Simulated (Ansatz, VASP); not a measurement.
# One calculation of Hg, two programs

The input INCAR:

```
ALGO     = Normal         # electronic algorithm
EDIFF    = 1E-7           # SCF threshold, eV
ENCUT    = 520            # plane-wave cutoff, eV
GGA      = PS             # functional
ISIF     = 2              # what is computed and relaxed
ISMEAR   = -1             # smearing method
LASPH    = T              # aspherical terms in the spheres
LCHARG   = F              # write CHGCAR
LREAL    = F              # projectors in reciprocal space
LWAVE    = F              # write WAVECAR
NBANDS   = 19             # bands
NELM     = 60             # most SCF steps
PREC     = Accurate       # precision mode
SIGMA    = 0.05           # smearing width, eV
```

KPOINTS

```
k-points
0
Gamma
  9 9 5
```

The input POSCAR:

```
Hg
1.0
    3.4618096384      0.0000000000      0.0000000000
   -1.7309048192      2.9980150899      0.0000000000
    0.0000000000      0.0000000000      5.4875482800
Hg
2
Direct
    0.3333333333      0.6666666667      0.2500000000
    0.6666666667      0.3333333333      0.7500000000
```

The input input.yaml:

```yaml
crystal:
  lattice:
    - [3.4618096384, 0.0, 0.0]
    - [-1.7309048192, 2.9980150899, 0.0]
    - [0.0, 0.0, 5.48754828]
  atoms:
    - { symbol: Hg, position: [0.3333333333, 0.6666666667, 0.25] }
    - { symbol: Hg, position: [0.6666666667, 0.3333333333, 0.75] }
kpoints:
  mp_grid: { grid: [9, 9, 5] }
  band_path:
    path:
      - [0.0, 0.0, 0.0]
      - [0.5, 0.0, 0.0]
      - [0.3333333333, 0.3333333333, 0.0]
      - [0.0, 0.0, 0.0]
      - [0.0, 0.0, 0.5]
      - [0.5, 0.0, 0.5]
      - [0.3333333333, 0.3333333333, 0.5]
      - [0.0, 0.0, 0.5]
    npoints: 10
scf:
  occupations: { method: fermi_dirac, width: 0.05 }
hamiltonian:
  xc: pbesol
  pseudopotentials: { kind: all_electron, lapw: { basis_error: 0.001 } }
output:
  forces: true
  stress: true
  eigenvalues: true
```

Alike in both runs: functional PBEsol; k mesh 9 × 9 × 5; occupations fermi-dirac, width 0.05 eV; no spin polarisation.

```csv
,VASP,Ansatz
version,VASP 6.6.1,Ansatz 0.2.0
potentials or method,"VASP PAW PBE potentials, release 64 (Hg), cutoff 520 eV","all-electron LAPW, scalar-relativistic"
task,single point,band structure
```

|  | VASP | Ansatz | Ansatz less VASP |
| --- | --- | --- | --- |
| gap on the k mesh at the Fermi level (eV) | none | none | - |
| pressure (GPa) | -2.4 | -2.5 | -0.11 |
| traceless stress, the component that is largest in VASP (GPa) | 0.08 | 0.08 | -0.007 |

VASP's potentials were made for PBE, not for PBEsol. A gap of «none» marks a metal or a gap that the smearing closes. Ansatz ran all-electron here, and VASP with PAW potentials.

Neither program's run includes spin-orbit coupling.
